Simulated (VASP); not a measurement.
# BeTe (F-43m) in VASP: single point with PBE

Aim: the single point of BeTe with PBE.

Program: VASP 6.6.1. These are calculated values, not measurements. Logs are shortened: lines on timing, memory, paths and dates and some standing lists are left out, and cuts for length are marked.

## (1) The cell of the first run

It takes space group F-43m (No. 216, cubic). Conventional cell: a = 5.540 Å, b = 5.540 Å, c = 5.540 Å, α = 90.00°, β = 90.00°, γ = 90.00°. Te (site symmetry -43m) has 4 Be at 2.40 Å within 3.2 Å. Within 3.2 Å of Be (site symmetry -43m) lie 4 Te at 2.40 Å.

## (2) Single point, PBE

Contents of INCAR:

```
PREC = Accurate
ENCUT = 600
EDIFF = 1E-6
ISMEAR = 0
SIGMA = 0.01
LREAL = F
LASPH = T
NELM = 120
ALGO = Normal
ISIF = 2
LWAVE = F
LCHARG = F
GGA = PE
NBANDS = 11
GGA_COMPAT = F
```

Contents of KPOINTS:

```
Automatic mesh
0
Gamma
  4 4 4
```

Contents of POSCAR:

```
BeTe
1.0
    0.0000000000      2.7700000000      2.7700000000
    2.7700000000      0.0000000000      2.7700000000
    2.7700000000      2.7700000000      0.0000000000
Te Be
1 1
Direct
    0.7500000000      0.7500000000      0.7500000000
    0.0000000000      0.0000000000      0.0000000000
```

Potentials or basis: VASP PAW PBE potentials, release 64 (Te, Be).

The run is started by

```console
cat potpaw_PBE.64/Te/POTCAR potpaw_PBE.64/Be/POTCAR > POTCAR
mpirun -np 1 vasp_std > vasp.out
```

OUTCAR:

```text
PREC = Accurate
   ENCUT = 600
   EDIFF = 1E-6
   ISMEAR = 0
   LREAL = F
   LASPH = T
   NELM = 120
   ISIF = 2
   GGA = PE

 ion  position               nearest neighbor table
   1  0.750  0.750  0.750-   2 2.40   2 2.40   2 2.40   2 2.40
   2  0.000  0.000  0.000-   1 2.40   1 2.40   1 2.40   1 2.40

  LATTYP: Found a face centered cubic cell.
 ALAT       =     5.5400000000

  Lattice vectors:

 A1 = (   0.0000000000,   2.7700000000,   2.7700000000)
 A2 = (   2.7700000000,   0.0000000000,   2.7700000000)
 A3 = (   2.7700000000,   2.7700000000,   0.0000000000)

Analysis of symmetry for initial positions (statically):
=====================================================================
 Subroutine PRICEL returns:
 Original cell was already a primitive cell.

 Routine SETGRP: Setting up the symmetry group for a
 face centered cubic supercell.

 Subroutine GETGRP returns: Found 24 space group operations
 (whereof 24 operations were pure point group operations)
 out of a pool of 48 trial point group operations.

The static configuration has the point symmetry T_d .

Analysis of symmetry for dynamics (positions and initial velocities):
=====================================================================
 Subroutine PRICEL returns:
 Original cell was already a primitive cell.

 Routine SETGRP: Setting up the symmetry group for a
 face centered cubic supercell.

 Subroutine GETGRP returns: Found 24 space group operations
 (whereof 24 operations were pure point group operations)
 out of a pool of 48 trial point group operations.

The dynamic configuration has the point symmetry T_d .

 Subroutine INISYM returns: Found 24 space group operations
 (whereof 24 operations are pure point group operations),
 and found     1 'primitive' translations

----------------------------------------------------------------------------------------

                                     Primitive cell

  volume of cell :      42.5079

  direct lattice vectors                    reciprocal lattice vectors
     0.000000000  2.770000000  2.770000000    -0.180505415  0.180505415  0.180505415
     2.770000000  0.000000000  2.770000000     0.180505415 -0.180505415  0.180505415
     2.770000000  2.770000000  0.000000000     0.180505415  0.180505415 -0.180505415

  length of vectors
     3.917371568  3.917371568  3.917371568     0.312644550  0.312644550  0.312644550

  position of ions in fractional coordinates (direct lattice)
     0.750000000  0.750000000  0.750000000
     0.000000000  0.000000000  0.000000000

  ion indices of the primitive-cell ions
   primitive index   ion index
                 1           1
                 2           2

----------------------------------------------------------------------------------------

 KPOINTS: Automatic mesh

Automatic generation of k-mesh.
 Grid dimensions read from file:
 generate k-points for:    4    4    4

 Generating k-lattice:

  Cartesian coordinates                     Fractional coordinates (reciprocal lattice)
    -0.045126354  0.045126354  0.045126354     0.250000000  0.000000000  0.000000000
     0.045126354 -0.045126354  0.045126354     0.000000000  0.250000000  0.000000000
     0.045126354  0.045126354 -0.045126354     0.000000000  0.000000000  0.250000000

  Length of vectors
     0.078161138  0.078161138  0.078161138

  Shift w.r.t. Gamma in fractional coordinates (k-lattice)
     0.000000000  0.000000000  0.000000000

 Subroutine IBZKPT returns following result:
 ===========================================

 Found      8 irreducible k-points:

 Following reciprocal coordinates:
            Coordinates               Weight
  0.000000  0.000000  0.000000      1.000000
  0.250000  0.000000  0.000000      8.000000
  0.500000  0.000000  0.000000      4.000000
  0.250000  0.250000  0.000000      6.000000
  0.500000  0.250000  0.000000     24.000000
 -0.250000  0.250000  0.000000     12.000000
  0.500000  0.500000  0.000000      3.000000
 -0.250000  0.500000  0.250000      6.000000
   k-points           NKPTS =      8   k-points in BZ     NKDIM =      8   number of bands    NBANDS=     11
   number of dos      NEDOS =    301   number of ions     NIONS =      2
   total plane-waves  NPLWV =  32768
   dimension x,y,z NGX =    32 NGY =   32 NGZ =   32
   dimension x,y,z NGXF=    64 NGYF=   64 NGZF=   64
   ions per type =               1   1
   NGX,Y,Z   is equivalent  to a cutoff of  13.58, 13.58, 13.58 a.u.
   NGXF,Y,Z  is equivalent  to a cutoff of  27.16, 27.16, 27.16 a.u.
 SYSTEM =  unknown system
   PREC   = accura    normal or accurate (medium, high low for compatibility)
   ISTART =      0    job   : 0-new  1-cont  2-samecut
   ICHARG =      2    charge: 1-file 2-atom 10-const
   ISPIN  =      1    spin polarized calculation?
   LNONCOLLINEAR =      F non collinear calculations
   LSORBIT =      F    spin-orbit coupling
   LASPH  =      T    aspherical Exc in radial PAW
   ENCUT  =  600.0 eV  44.10 Ry    6.64 a.u.   7.82  7.82  7.82*2*pi/ulx,y,z
   NELM   =    120;   NELMIN=  2; NELMDL= -5     # of ELM steps
   EDIFF  = 0.1E-05   stopping-criterion for ELM
   LREAL  =      F    real-space projection
[... 7 lines left out ...]
   TEBEG  =    0.0;   TEEND  =   0.0 temperature during run
   PSTRESS=    0.0 pullay stress
   NELECT =       8.0000    total number of electrons
   NUPDOWN=      -1.0000    fix difference up-down
   EMIN   =  10.00;   EMAX   =-10.00  energy-range for DOS
   EFERMI =   0.00;   METHOD = LEGACY
   ISMEAR =     0;   SIGMA  =   0.01  broadening in eV -4-tet -1-fermi 0-gaus
   EFERMI_NEDOS =   21; number of points for ismear=-14 and -15
   IALGO  =     38    algorithm
   IMIX   =      4    mixing-type and parameters
     AMIX     =   0.40;   BMIX     =  1.00
     AMIX_MAG =   1.60;   BMIX_MAG =  1.00
  volume/ion in A,a.u.               =      21.25       143.43
  Fermi-wavevector in a.u.,A,eV,Ry     =   0.938170  1.772885 11.975354  0.880164
  Thomas-Fermi vector in A             =   2.065355
   LORBIT       =      0    0 simple, 1 ext, 2 COOP (PROOUT), +10 PAW based schemes
   GGA     = PE    functional components
   LHFCALC =     F    Hartree Fock is set to
   AEXX    =    0.0000 exact exchange contribution
   IVDW    =     0    specifies the selected vdW correction
   LEPSILON=     F    determine dielectric tensor
   LRPA    =     F    only Hartree local field effects (RPA)
 non-spin polarized calculation
 Gauss-broadening in eV      SIGMA  =   0.01
  energy-cutoff  :      600.00
  volume of cell :       42.51
 maximum number of plane-waves:      1428
   NGX = 15   NGY = 15   NGZ = 15

 number of electron       8.0000000 magnetization

 Free energy of the ion-electron system (eV)
  ---------------------------------------------------
  ext. energy  EPLUGINS =         0.00000000
  ---------------------------------------------------
  free energy    TOTEN  =        -7.49966127 eV

  energy without entropy =       -7.49966127  energy(sigma->0) =       -7.49966127

 E-fermi :   5.7348     XC(G=0):  -9.2429

 val. band max:        5.6873102967   @ k =   0.0000   0.0000   0.0000
 cond. band min:       7.5250033472   @ k =   0.5000   0.5000   0.0000
 fundamental gap:      1.8376930505
 Fermi energy:         5.7347661042

 k-point     1 :       0.0000    0.0000    0.0000
  band No.  band energies     occupation
      1      -6.9465      2.00000
      2       5.6873      2.00000
      3       5.6873      2.00000
      4       5.6873      2.00000
      5       9.2393      0.00000
      6       9.2393      0.00000
      7       9.2393      0.00000
      8       9.8780      0.00000
      9      14.0681      0.00000
     10      16.0240      0.00000
     11      16.0240      0.00000

 k-point     2 :       0.2500    0.0000    0.0000
  band No.  band energies     occupation
      1      -6.3464      2.00000
      2       2.1892      2.00000
      3       4.9541      2.00000
      4       4.9541      2.00000
      5       9.1063      0.00000
      6      10.1632      0.00000
      7      10.1632      0.00000
      8      12.9678      0.00000
      9      14.7510      0.00000
     10      14.7510      0.00000
     11      14.8250      0.00000

 k-point     3 :       0.5000    0.0000    0.0000
  band No.  band energies     occupation
      1      -5.4703      2.00000
      2      -0.1865      2.00000
      3       4.4657      2.00000
      4       4.4657      2.00000
      5       8.8911      0.00000
      6      10.2398      0.00000
      7      10.2398      0.00000
      8      13.4744      0.00000
      9      16.8452      0.00000
     10      17.3682      0.00000
     11      17.3682      0.00000

 k-point     4 :       0.2500    0.2500    0.0000
  band No.  band energies     occupation
      1      -6.1418      2.00000
      2       2.6859      2.00000
      3       3.8683      2.00000
      4       3.8683      2.00000
      5       8.1990      0.00000
      6      10.0904      0.00000
      7      12.2538      0.00000
      8      12.2538      0.00000
      9      14.6951      0.00000
     10      16.6326      0.00000
     11      17.0155      0.00000

 k-point     5 :       0.5000    0.2500    0.0000
  band No.  band energies     occupation
      1      -5.2405      2.00000
      2       0.5680      2.00000
      3       2.4938      2.00000
      4       3.5119      2.00000
      5       8.5750      0.00000
      6      11.2552      0.00000
      7      12.3848      0.00000
      8      12.6285      0.00000
      9      16.2594      0.00000
     10      17.6407      0.00000
     11      18.4073      0.00000

 k-point     6 :      -0.2500    0.2500    0.0000
  band No.  band energies     occupation
      1      -5.5577      2.00000
      2       1.1005      2.00000
      3       2.2935      2.00000
      4       4.3829      2.00000
      5       9.4336      0.00000
      6      11.2554      0.00000
      7      11.9572      0.00000
      8      12.5078      0.00000
      9      14.1014      0.00000
     10      15.7431      0.00000
     11      18.3670      0.00000

 k-point     7 :       0.5000    0.5000    0.0000
  band No.  band energies     occupation
      1      -4.9259      2.00000
      2       0.2928      2.00000
      3       2.8466      2.00000
      4       2.8466      2.00000
      5       7.5250      0.00000
      6       8.2701      0.00000
      7      15.7011      0.00000
      8      15.7011      0.00000
      9      17.5174      0.00000
     10      19.2482      0.00000
     11      19.3313      0.00000

 k-point     8 :      -0.2500    0.5000    0.2500
  band No.  band energies     occupation
      1      -4.8852      2.00000
      2       0.8732      2.00000
      3       1.7165      2.00000
      4       2.2283      2.00000
      5      10.9906      0.00000
      6      11.1791      0.00000
      7      11.3350      0.00000
      8      12.0520      0.00000
      9      16.8237      0.00000
     10      17.7934      0.00000
     11      18.7362      0.00000

------------------------ aborting loop because EDIFF is reached ----------------------------------------

  FORCE on cell =-STRESS in cart. coord.  units (eV):
  Direction    XX          YY          ZZ          XY          YZ          ZX
  --------------------------------------------------------------------------------------
  -------------------------------------------------------------------------------------
  Total        1.3173503      1.3173503      1.3173503      0.0000000      0.0000000     -0.0000000
  in kB       49.6526629     49.6526629     49.6526629      0.0000000      0.0000000     -0.0000000
  external PRESSURE =      49.6526629 kB  Pullay stress =       0.0000000 kB

 VOLUME and BASIS-vectors are now :
 -----------------------------------------------------------------------------
  energy-cutoff  :      600.00
  volume of cell :       42.51
      direct lattice vectors                 reciprocal lattice vectors
     0.000000000  2.770000000  2.770000000    -0.180505415  0.180505415  0.180505415
     2.770000000  0.000000000  2.770000000     0.180505415 -0.180505415  0.180505415
     2.770000000  2.770000000  0.000000000     0.180505415  0.180505415 -0.180505415

 POSITION                                       TOTAL-FORCE (eV/Angst)
 -----------------------------------------------------------------------------------
      4.15500      4.15500      4.15500         0.000000      0.000000      0.000000
      0.00000      0.00000      0.00000        -0.000000     -0.000000     -0.000000
 -----------------------------------------------------------------------------------
    total drift:                               -0.000000     -0.000000     -0.000000

  FREE ENERGIE OF THE ION-ELECTRON SYSTEM (eV)
  ---------------------------------------------------
  free  energy   TOTEN  =        -7.4996612666 eV

  energy  without entropy=       -7.4996612666  energy(sigma->0) =       -7.49966127
```

Wall time 8.3 s (1 thread of Intel Xeon 8259CL, shared host); peak memory 0.17 GiB.

What came out:

```yaml
Free_energy: -7.4997 eV
Pressure: 5.0 GPa
Band_gap_on_the_k_mesh: 1.84 eV, indirect (least direct gap 3.55 eV)
```

Levels at points of the mesh, in eV from the valence-band top:
```csv
k point,band 1,band 2,band 3,band 4,band 5,band 6,band 7,band 8
"(0.00, 0.00, 0.00)",-12.63,0.00,0.00,0.00,3.55,3.55,3.55,4.19
"(0.50, 0.00, 0.00)",-11.16,-5.87,-1.22,-1.22,3.20,4.55,4.55,7.79
"(0.50, 0.50, 0.00)",-10.61,-5.39,-2.84,-2.84,1.84,2.58,10.01,10.01
```

Caveat: the k points lie up to 0.49 Å⁻¹ apart; spin-orbit coupling is left out, which moves the levels of the heavy elements. Expect the measured gap to be larger: semilocal functionals such as PBE lack the derivative discontinuity.
